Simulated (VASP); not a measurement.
SnO2: single point with LDA

The system is SnO2.

```
CELL_PARAMETERS angstrom
4.78800 0.00000 0.00000
0.00000 4.86658 0.00000
0.00000 0.00000 3.24090
ATOMIC_POSITIONS crystal
Sn 0.50000 0.50000 0.50000
Sn 0.00000 0.00000 0.00000
O 0.29185 0.32104 0.00000
O 0.79185 0.17896 0.50000
O 0.20814 0.82104 0.50000
O 0.70815 0.67896 0.00000
```

```yaml
Program: VASP 6.6.1
Task: single point
Functional: LDA
Potentials_or_basis: VASP PAW LDA potentials, release 64 (Sn_d, O)
Cutoff: 520 eV
k_mesh: 4 × 4 × 6
Occupations: methfessel-paxton, width 0.01 eV
Spin: no spin polarisation
Dipole_correction: no
Further_INCAR_settings: ALGO = Normal; EDIFF = 1e-07; NBANDS = 35
```

```yaml
Pressure: -10.4 GPa
Largest_force: 0.151 eV/Å
Band_gap_on_the_k_mesh: 0.70 eV
```

Forces on the atoms (eV/Å):
```
Sn   0.000  0.000  0.000
Sn   0.000  0.000  0.000
O    0.151 -0.004  0.000
O    0.151  0.004  0.000
O   -0.151 -0.004  0.000
O   -0.151  0.004  0.000
```

Stress tensor (GPa, compression positive):
```
 -9.75   0.00   0.00
  0.00 -10.02   0.00
  0.00   0.00 -11.43
```

Levels at points of the mesh, in eV from the valence-band top:
```csv
k point,band 22,band 23,band 24,band 25,band 26,band 27,band 28,band 29,band 30,band 31
"(0.00, 0.00, 0.00)",-1.20,-1.16,-0.64,-0.63,0.00,0.70,5.53,5.84,6.00,9.91
"(0.50, 0.00, 0.00)",-1.74,-1.14,-1.14,-0.44,-0.44,3.73,3.73,6.41,6.41,10.30
"(0.00, 0.50, 0.00)",-1.92,-1.13,-1.13,-0.57,-0.57,3.89,3.89,6.86,6.86,10.12
"(0.50, 0.50, 0.00)",-1.83,-1.26,-1.26,-0.73,-0.73,4.20,4.20,6.99,6.99,10.28
"(0.00, 0.00, 0.50)",-2.55,-1.47,-1.47,-1.05,-1.05,5.47,5.47,9.17,9.17,10.03
"(0.50, 0.00, 0.50)",-1.74,-0.83,-0.83,-0.73,-0.73,5.77,5.77,7.57,7.57,10.15
"(0.00, 0.50, 0.50)",-1.44,-1.04,-1.04,-0.62,-0.62,5.67,5.67,7.35,7.35,10.60
"(0.50, 0.50, 0.50)",-2.38,-0.85,-0.85,-0.66,-0.66,4.25,4.25,8.41,8.41,10.38
```

Wall time 73 s on 1 thread of Intel(R) Xeon(R) Platinum 8259CL CPU @ 2.50GHz (Skylake/Cascade Lake), with other jobs on the host, peak memory 0.2 GiB.

Caveat: the cell stands under tension; spin-orbit coupling is left out, which moves the levels of the heavy elements.
